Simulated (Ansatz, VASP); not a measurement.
## Mn in VASP and in Ansatz

Contents of INCAR:

```
SYSTEM = Mn
  PREC = Accurate
  ENCUT = 520
  EDIFF = 1E-6
  ISMEAR = -1
  SIGMA = 0.1
  LREAL = .False.
  LASPH = .True.
  NELM = 60
  ALGO = Normal
  ISIF = 2
  LWAVE = .False.
  LCHARG = .False.
  GGA = RE
  NBANDS = 20
```

The input KPOINTS:

```
regular mesh
0
Gamma
  16 16 9
  0 0 0
```

Contents of POSCAR:

```
Mn
1.0
    2.5914240568      0.0000000000      0.0000000000
   -1.2957120284      2.2442390652      0.0000000000
    0.0000000000      0.0000000000      4.1893120387
Mn
2
Direct
    0.3333333333      0.6666666667      0.2500000000
    0.6666666667      0.3333333333      0.7500000000
```

Input for Ansatz:

```yaml
crystal:
  lattice:
    - [2.5914240568, 0.0, 0.0]
    - [-1.2957120284, 2.2442390652, 0.0]
    - [0.0, 0.0, 4.1893120387]
  atoms:
    - { symbol: Mn, position: [0.3333333333, 0.6666666667, 0.25] }
    - { symbol: Mn, position: [0.6666666667, 0.3333333333, 0.75] }
hamiltonian:
  xc: revpbe
  pseudopotentials:
    kind: paw
    azcp:
      Mn: "pseudopotentials/Mn.paw.azcp"
basis:
  ecutwfc: 420
  fft_grid_basis: typed
kpoints:
  mp_grid: { grid: [16, 16, 9], shift: [0, 0, 0] }
magnetization:
  spin_polarized: false
scf:
  occupations: { method: fermi_dirac, width: 0.1 }
  lower_state_search: "off"
output:
  stress: true
```

Alike in both runs: task single point; functional revPBE; k mesh 16 × 16 × 9; occupations fermi-dirac, width 0.1 eV; no spin polarisation.

```csv
,VASP,Ansatz
version,VASP 6.6.1,Ansatz 0.2.0
potentials or method,"VASP PAW PBE potentials, release 64 (Mn_pv), cutoff 520 eV","plane waves (420 eV) with PAW, scalar-relativistic"
valence electrons in the cell,26,30
```

VASP gave:

```
pressure (GPa)                                                : -23.3
traceless stress, the component that is largest in VASP (GPa) : -0.22
```

Problem. Estimate Ansatz's values.

Solution. Pressure (GPa): -23.5; traceless stress, the component that is largest in VASP (GPa): -0.14.

VASP's potentials were made for PBE, not for revPBE. With one functional, cell and mesh, what is left measures potentials, basis and numerics. VASP's potentials hold 26 valence electrons a cell and Ansatz's 30, so a difference there can come from the potentials and not from the codes.
